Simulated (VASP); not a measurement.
Write the native input for VASP 6.6.1 that does the following.

| Item | Value |
| --- | --- |
| Task | single point |
| Functional | r2SCAN |
| Potentials or basis | VASP PAW PBE potentials, release 64 (Ti_sv) |
| Cutoff | 520 eV |
| k mesh | 18 × 18 × 10 |
| Occupations | gaussian, width 0.1 eV |
| Spin | no spin polarisation |
| Dipole correction | no |
| Further INCAR settings | ALGO = Normal; EDIFF = 1e-06; NBANDS = 19 |

The system is Ti.

```
CELL_PARAMETERS angstrom
2.90554 0.00000 0.00000
-1.45277 2.51627 0.00000
0.00000 0.00000 4.59120
ATOMIC_POSITIONS crystal
Ti 0.33333 0.66667 0.25000
Ti 0.66667 0.33333 0.75000
```

The input as run:

POSCAR

```
Ti
1.0
    2.9055358941      0.0000000000      0.0000000000
   -1.4527679470      2.5162678959      0.0000000000
    0.0000000000      0.0000000000      4.5911965466
Ti
2
Direct
    0.3333333333      0.6666666667      0.2500000000
    0.6666666667      0.3333333333      0.7500000000
```

INCAR.step1

```
PREC = Accurate
ENCUT = 520
ISMEAR = 0
SIGMA = 0.1
LREAL = F
LASPH = T
NELM = 80
NBANDS = 19
GGA = PE
ALGO = Normal
EDIFF = 1E-4
LWAVE = T
LCHARG = F
```

INCAR.step2

```
PREC = Accurate
ENCUT = 520
EDIFF = 1E-6
ISMEAR = 0
SIGMA = 0.1
LREAL = F
LASPH = T
NELM = 80
ALGO = Normal
ISIF = 2
LWAVE = F
LCHARG = F
METAGGA = R2SCAN
LMIXTAU = T
NBANDS = 19
ISTART = 1
```

KPOINTS

```
regular mesh
0
Gamma
  18 18 10
```

Potentials or basis: VASP PAW PBE potentials, release 64 (Ti_sv).

Run with:

```bash
$ cat potpaw_PBE.64/Ti_sv/POTCAR > POTCAR
$ cp INCAR.step1 INCAR
$ mpirun -np 1 vasp_std > vasp.out
$ cp INCAR.step2 INCAR
$ mpirun -np 1 vasp_std > vasp.out
```

It gave:

```
Pressure               : 4.1 GPa
Band gap on the k mesh : zero (bands 12 and 13 overlap by 1.26 eV)
```

Caveat: the cell stands under pressure; the PAW data sets were made with another functional, which shifts forces and pressure a little.

Run time: 4.6 min on 1 thread of Intel Xeon 8259CL (shared host), peak memory 0.25 GiB.
